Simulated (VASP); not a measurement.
# GdO (Pm-3m) in VASP: further runs

GdO is run at these levels: PBE+U; tasks: single point.

All numbers are computed with VASP 6.6.1; they aren't measurements. Logs are shortened: lines on timing, memory, paths and dates and some standing lists are left out, and cuts for length are marked.

## Step 1: The cell of the first run

It takes space group Pm-3m (No. 221, cubic). The conventional cell has a = 3.130 Å, b = 3.130 Å, c = 3.130 Å, α = 90.00°, β = 90.00°, γ = 90.00°. Within 3.6 Å of Gd (site symmetry m-3m) lie 8 O at 2.71 Å and 6 Gd at 3.13 Å. O (site symmetry m-3m) has 8 Gd at 2.71 Å and 6 O at 3.13 Å within 3.6 Å.

## Step 2: Single point, PBE+U, collinear spin (15.34 Å³/atom)

INCAR reads:

```
SYSTEM = GdO
ALGO     = Normal         ! electronic algorithm
EDIFF    = 1E-7           ! SCF threshold, eV
ENCUT    = 520            ! plane-wave cutoff, eV
GGA      = PE             ! functional
ISIF     = 2              ! what is computed and relaxed
ISMEAR   = 0              ! smearing method
ISPIN    = 2              ! spin polarisation
LASPH    = .True.         ! aspherical terms in the spheres
LCHARG   = .True.         ! write CHGCAR
LDAU     = .True.         ! DFT+U
LDAUJ    = 0 0          
LDAUL    = 3 -1           ! shell
LDAUPRINT= 1            
LDAUTYPE = 2            
LDAUU    = 6 0            ! U, eV
LELF     = .True.         ! ELF
LMAXMIX  = 6              ! l up to which the mixer works
LORBIT   = 11             ! projections on sites
LREAL    = .False.        ! projectors in reciprocal space
LVHAR    = .True.       
LWAVE    = .False.        ! write WAVECAR
MAGMOM   = 7.97 -0.04     ! initial moments
NBANDS   = 23             ! bands
NELM     = 150            ! most SCF steps
PREC     = Accurate       ! precision mode
SIGMA    = 0.05           ! smearing width, eV
```

KPOINTS reads:

```
k-points
0
Gamma
  10 10 10
  0 0 0
```

POSCAR reads:

```
GdO
1.0
    3.1304104123      0.0000000000      0.0000000000
    0.0000000000      3.1304104123      0.0000000000
    0.0000000000      0.0000000000      3.1304104123
Gd O
1 1
Direct
    0.0000000000      0.0000000000      0.0000000000
    0.5000000000      0.5000000000      0.5000000000
```

Potentials or basis: VASP PAW PBE potentials, release 64 (Gd, O).

Command:

```bash
$ cat potpaw_PBE.64/Gd/POTCAR potpaw_PBE.64/O/POTCAR > POTCAR
$ mpirun -np 1 vasp_std > vasp.out
```

OUTCAR:

```text
SYSTEM = GdO
   EDIFF = 1E-7
   ENCUT = 520
   GGA = PE
   ISIF = 2
   ISMEAR = 0
   ISPIN = 2
   LASPH = .True.
   LORBIT = 11
   LREAL = .False.
   NELM = 150
   PREC = Accurate

 ion  position               nearest neighbor table
   1  0.000  0.000  0.000-   2 2.71   2 2.71   2 2.71   2 2.71   2 2.71   2 2.71   2 2.71   2 2.71

   2  0.500  0.500  0.500-   1 2.71   1 2.71   1 2.71   1 2.71   1 2.71   1 2.71   1 2.71   1 2.71

  LATTYP: Found a simple cubic cell.
 ALAT       =     3.1304104123

  Lattice vectors:

 A1 = (   3.1304104123,   0.0000000000,   0.0000000000)
 A2 = (   0.0000000000,   3.1304104123,   0.0000000000)
 A3 = (   0.0000000000,   0.0000000000,   3.1304104123)

Analysis of symmetry for initial positions (statically):
=====================================================================
 Subroutine PRICEL returns:
 Original cell was already a primitive cell.

 Routine SETGRP: Setting up the symmetry group for a
 simple cubic supercell.

 Subroutine GETGRP returns: Found 48 space group operations
 (whereof 48 operations were pure point group operations)
 out of a pool of 48 trial point group operations.

The static configuration has the point symmetry O_h .

Analysis of symmetry for dynamics (positions and initial velocities):
=====================================================================
 Subroutine PRICEL returns:
 Original cell was already a primitive cell.

 Routine SETGRP: Setting up the symmetry group for a
 simple cubic supercell.

 Subroutine GETGRP returns: Found 48 space group operations
 (whereof 48 operations were pure point group operations)
 out of a pool of 48 trial point group operations.

The dynamic configuration has the point symmetry O_h .

Analysis of structural, dynamic, and magnetic symmetry:
=====================================================================
 Subroutine PRICEL returns:
 Original cell was already a primitive cell.

 Routine SETGRP: Setting up the symmetry group for a
 simple cubic supercell.

 Subroutine GETGRP returns: Found 48 space group operations
 (whereof 48 operations were pure point group operations)
 out of a pool of 48 trial point group operations.

The overall configuration has the point symmetry O_h .

 Subroutine INISYM returns: Found 48 space group operations
 (whereof 48 operations are pure point group operations),
 and found     1 'primitive' translations

----------------------------------------------------------------------------------------

                                     Primitive cell

  volume of cell :      30.6764

  direct lattice vectors                    reciprocal lattice vectors
     3.130410412  0.000000000  0.000000000     0.319446931  0.000000000  0.000000000
     0.000000000  3.130410412  0.000000000     0.000000000  0.319446931  0.000000000
     0.000000000  0.000000000  3.130410412     0.000000000  0.000000000  0.319446931

  length of vectors
     3.130410412  3.130410412  3.130410412     0.319446931  0.319446931  0.319446931

[... 116 lines left out ...]
 Gauss-broadening in eV      SIGMA  =   0.05
  energy-cutoff  :      520.00
  volume of cell :       30.68
 maximum number of plane-waves:       852
 NGX is ok and might be reduce to    24
   NGX = 11   NGY = 11   NGZ = 11

atom =   1  type =  1  l = 3

 onsite density matrix

spin component  1

  0.9906  0.0000 -0.0002  0.0000 -0.0000 -0.0000 -0.0000
  0.0000  0.9948 -0.0000  0.0000  0.0000 -0.0000 -0.0000
 -0.0002 -0.0000  0.9908 -0.0000  0.0000 -0.0000 -0.0000
  0.0000  0.0000 -0.0000  0.9905  0.0000 -0.0000  0.0000
 -0.0000  0.0000  0.0000  0.0000  0.9908  0.0000  0.0002
 -0.0000 -0.0000 -0.0000 -0.0000  0.0000  0.9909  0.0000
 -0.0000 -0.0000 -0.0000  0.0000  0.0002  0.0000  0.9906

spin component  2

  0.0029  0.0000  0.0005 -0.0000 -0.0000 -0.0000 -0.0000
  0.0000  0.0079 -0.0000 -0.0000 -0.0000  0.0000  0.0000
  0.0005 -0.0000  0.0027 -0.0000 -0.0000  0.0000 -0.0000
 -0.0000 -0.0000 -0.0000  0.0033 -0.0000  0.0000  0.0000
 -0.0000 -0.0000 -0.0000 -0.0000  0.0027 -0.0000 -0.0005
 -0.0000  0.0000  0.0000  0.0000 -0.0000  0.0023 -0.0000
 -0.0000  0.0000 -0.0000  0.0000 -0.0005 -0.0000  0.0029

 occupancies and eigenvectors

  o =  0.0023  v =  0.0000  0.0000  0.0000  0.0000  0.0000  0.0000  0.0000 -0.0002  0.0000  0.0002  0.0000 -0.0006 -1.0000 -0.0005      0.0000  0.0000  0.0000  0.0000  0.0000  0.0000  0.0000  0.0000  0.0000  0.0000  0.0000  0.0000  0.0000  0.0000
  o =  0.0023  v =  0.0000  0.0000  0.0000  0.0000  0.0000  0.0000  0.0000  0.6124 -0.0000 -0.7906 -0.0000  0.0007 -0.0003  0.0005      0.0000  0.0000  0.0000  0.0000  0.0000  0.0000  0.0000  0.0000  0.0000  0.0000  0.0000  0.0000  0.0000  0.0000
  o =  0.0023  v =  0.0000  0.0000  0.0000  0.0000  0.0000  0.0000  0.0000  0.0005 -0.0000 -0.0007 -0.0000 -0.7906  0.0007 -0.6124      0.0000  0.0000  0.0000  0.0000  0.0000  0.0000  0.0000  0.0000  0.0000  0.0000  0.0000  0.0000  0.0000  0.0000
  o =  0.0033  v =  0.0000  0.0000  0.0000  0.0000  0.0000  0.0000  0.0000 -0.0001 -0.0000 -0.0001 -1.0000 -0.0005 -0.0000  0.0006      0.0000  0.0000  0.0000  0.0000  0.0000  0.0000  0.0000  0.0000  0.0000  0.0000  0.0000  0.0000  0.0000  0.0000
  o =  0.0033  v =  0.0000  0.0000  0.0000  0.0000  0.0000  0.0000  0.0000  0.0065 -0.0000  0.0050  0.0007 -0.6124  0.0000  0.7905      0.0000  0.0000  0.0000  0.0000  0.0000  0.0000  0.0000  0.0000  0.0000  0.0000  0.0000  0.0000  0.0000  0.0000
  o =  0.0033  v =  0.0000  0.0000  0.0000  0.0000  0.0000  0.0000  0.0000  0.7905 -0.0000  0.6124 -0.0001  0.0050  0.0000 -0.0065      0.0000  0.0000  0.0000  0.0000  0.0000  0.0000  0.0000  0.0000  0.0000  0.0000  0.0000  0.0000  0.0000  0.0000
  o =  0.0079  v =  0.0000  0.0000  0.0000  0.0000  0.0000  0.0000  0.0000  0.0000  1.0000 -0.0000 -0.0000 -0.0000 -0.0000  0.0000      0.0000  0.0000  0.0000  0.0000  0.0000  0.0000  0.0000  0.0000  0.0000  0.0000  0.0000  0.0000  0.0000  0.0000
  o =  0.9905  v =  0.7906  0.0000  0.6124 -0.0002 -0.0012  0.0000  0.0015  0.0000  0.0000  0.0000  0.0000  0.0000  0.0000  0.0000      0.0000  0.0000  0.0000  0.0000  0.0000  0.0000  0.0000  0.0000  0.0000  0.0000  0.0000  0.0000  0.0000  0.0000
  o =  0.9905  v = -0.0014  0.0000 -0.0011 -0.4618 -0.5432 -0.0000  0.7012  0.0000  0.0000  0.0000  0.0000  0.0000  0.0000  0.0000      0.0000  0.0000  0.0000  0.0000  0.0000  0.0000  0.0000  0.0000  0.0000  0.0000  0.0000  0.0000  0.0000  0.0000
  o =  0.9905  v = -0.0006 -0.0000 -0.0004  0.8870 -0.2828  0.0000  0.3651  0.0000  0.0000  0.0000  0.0000  0.0000  0.0000  0.0000      0.0000  0.0000  0.0000  0.0000  0.0000  0.0000  0.0000  0.0000  0.0000  0.0000  0.0000  0.0000  0.0000  0.0000
  o =  0.9909  v =  0.0009 -0.0000 -0.0011  0.0000  0.0031 -1.0000  0.0024  0.0000  0.0000  0.0000  0.0000  0.0000  0.0000  0.0000      0.0000  0.0000  0.0000  0.0000  0.0000  0.0000  0.0000  0.0000  0.0000  0.0000  0.0000  0.0000  0.0000  0.0000
  o =  0.9909  v = -0.0060  0.0000  0.0077  0.0000 -0.7905 -0.0040 -0.6123  0.0000  0.0000  0.0000  0.0000  0.0000  0.0000  0.0000      0.0000  0.0000  0.0000  0.0000  0.0000  0.0000  0.0000  0.0000  0.0000  0.0000  0.0000  0.0000  0.0000  0.0000
  o =  0.9909  v = -0.6123  0.0000  0.7905 -0.0000  0.0077 -0.0014  0.0060  0.0000  0.0000  0.0000  0.0000  0.0000  0.0000  0.0000      0.0000  0.0000  0.0000  0.0000  0.0000  0.0000  0.0000  0.0000  0.0000  0.0000  0.0000  0.0000  0.0000  0.0000
  o =  0.9948  v = -0.0000 -1.0000  0.0000 -0.0000 -0.0000  0.0000  0.0000  0.0000  0.0000  0.0000  0.0000  0.0000  0.0000  0.0000      0.0000  0.0000  0.0000  0.0000  0.0000  0.0000  0.0000  0.0000  0.0000  0.0000  0.0000  0.0000  0.0000  0.0000

 number of electron      24.0000015 magnetization       7.5871896

 Free energy of the ion-electron system (eV)
  ---------------------------------------------------
  ext. energy  EPLUGINS =         0.00000000
  ---------------------------------------------------
  free energy    TOTEN  =       -20.53522744 eV

  energy without entropy =      -20.53384876  energy(sigma->0) =      -20.53453810

 E-fermi :   6.0561     XC(G=0): -11.6281

 val. band max:        6.0553318198   @ k =   0.2000   0.2000   0.2000
 cond. band min:       6.0603703585   @ k =   0.2000   0.2000   0.0000
 fundamental gap:      0.0050385387
 Fermi energy:         6.0561015511

 spin component 1

 k-point     1 :       0.0000    0.0000    0.0000
  band No.  band energies     occupation
      1     -40.4918      1.00000
      2     -17.2674      1.00000
      3     -17.2674      1.00000
      4     -17.2674      1.00000
      5     -13.5233      1.00000
      6      -2.9141      1.00000
[... 1241 lines left out ...]
     22      18.4307      0.00000
     23      19.8797      0.00000

 [... further k-points ...]

------------------------ aborting loop because EDIFF is reached ----------------------------------------

  FORCE on cell =-STRESS in cart. coord.  units (eV):
  Direction    XX          YY          ZZ          XY          YZ          ZX
  --------------------------------------------------------------------------------------
  -------------------------------------------------------------------------------------
  Total       -1.9168986     -1.9168986     -1.9168986      0.0000000      0.0000000      0.0000000
  in kB     -100.1165533   -100.1165533   -100.1165533      0.0000000      0.0000000      0.0000000
  external PRESSURE =    -100.1165533 kB  Pullay stress =       0.0000000 kB

 VOLUME and BASIS-vectors are now :
 -----------------------------------------------------------------------------
  energy-cutoff  :      520.00
  volume of cell :       30.68
      direct lattice vectors                 reciprocal lattice vectors
     3.130410412  0.000000000  0.000000000     0.319446931  0.000000000  0.000000000
     0.000000000  3.130410412  0.000000000     0.000000000  0.319446931  0.000000000
     0.000000000  0.000000000  3.130410412     0.000000000  0.000000000  0.319446931

 POSITION                                       TOTAL-FORCE (eV/Angst)
 -----------------------------------------------------------------------------------
      0.00000      0.00000      0.00000         0.000000      0.000000      0.000000
      1.56521      1.56521      1.56521         0.000000      0.000000      0.000000
 -----------------------------------------------------------------------------------
    total drift:                                0.000000      0.000000     -0.000000

  FREE ENERGIE OF THE ION-ELECTRON SYSTEM (eV)
  ---------------------------------------------------
  free  energy   TOTEN  =       -20.5352274357 eV

  energy  without entropy=      -20.5338487603  energy(sigma->0) =      -20.53453810

 total charge

# of ion       s       p       d       f       tot
--------------------------------------------------
    1        2.020   5.581   0.721   6.957  15.279
    2        1.553   3.355   0.000   0.000   4.907
--------------------------------------------------
tot          3.573   8.935   0.721   6.957  20.186

 magnetization (x)

# of ion       s       p       d       f       tot
--------------------------------------------------
    1        0.006  -0.082   0.312   6.909   7.145
    2        0.001  -0.052   0.000   0.000  -0.052
--------------------------------------------------
tot          0.007  -0.134   0.312   6.909   7.093
```

It took 74 s on 1 thread of Intel Xeon Platinum 8375C at 2.90GHz (Ice Lake), shared host; peak memory 0.2 GiB.

Results:

- Free energy: -20.5352 eV
- Pressure: -10.0 GPa
- Net moment: 7.59 μB per cell
- Site moments: Gd +7.14; O -0.05 μB
- Valence electrons inside the program's atomic spheres: Gd 15.28; O 4.91

Eigenvalues of the final occupation matrices:
```csv
site,spin,trace,eigenvalues
site 1 f,1,6.94,0.99 0.99 0.99 0.99 0.99 0.99 0.99
site 1 f,2,0.02,0.00 0.00 0.00 0.00 0.00 0.00 0.01
```

Caveat: the cell stands under tension; spin-orbit coupling is left out, which moves the levels of the heavy elements; a cell with one magnetic atom can't hold antiferromagnetic order, which such compounds often take.

## Step 3: Single point, PBE+U, non-collinear spin, typed start, spin-orbit coupling

This run uses another cell than the first one, of 13.94 Å³/atom.

INCAR reads:

```
PREC = Accurate
ENCUT = 520
EDIFF = 1E-6
ISMEAR = 0
SIGMA = 0.05
LREAL = False
LASPH = True
NELM = 150
ALGO = Normal
ISIF = 2
LWAVE = False
LCHARG = False
MAGMOM = 0 0 7 0 0 0
LORBIT = 11
LSORBIT = True
GGA_COMPAT = False
LORBMOM = True
LMAXMIX = 6
LDAU = True
LDAUTYPE = 2
LDAUL = 3 -1
LDAUU = 6 0
LDAUJ = 0 0
LDAUPRINT = 1
GGA = PE
NBANDS = 36
```

KPOINTS reads:

```
regular mesh
0
Gamma
  10 10 10
```

POSCAR reads:

```
GdO
1.0
    3.0325203067      0.0000000000      0.0000000000
    0.0000000000      3.0325203067      0.0000000000
    0.0000000000      0.0000000000      3.0325203067
Gd O
1 1
Direct
    0.0000000000      0.0000000000      0.0000000000
    0.5000000000      0.5000000000      0.5000000000
```

Potentials or basis: VASP PAW PBE potentials, release 64 (Gd, O).

Command:

```bash
$ cat potpaw_PBE.64/Gd/POTCAR potpaw_PBE.64/O/POTCAR > POTCAR
$ mpirun -np 1 vasp_ncl > vasp.out
```

Run time: 6.7 min. Hardware: 1 thread of Oxide Virtual Turin-like, shared host; peak memory 0.37 GiB.

It converged, with:

```yaml
Free_energy: -21.2498 eV
Pressure: -0.2 GPa
Net_moment: 7.48 μB per cell
Valence_electrons_inside_the_program's_atomic_spheres: Gd 15.38; O 4.95
```

Moments on the atoms (μB; x, y, z):
```
Gd   0.00  0.00  7.08
O    0.00  0.00 -0.05
```

Caveat: a cell with one magnetic atom can't hold antiferromagnetic order, which such compounds often take. The state reached can hang on the start; a lower one may exist.
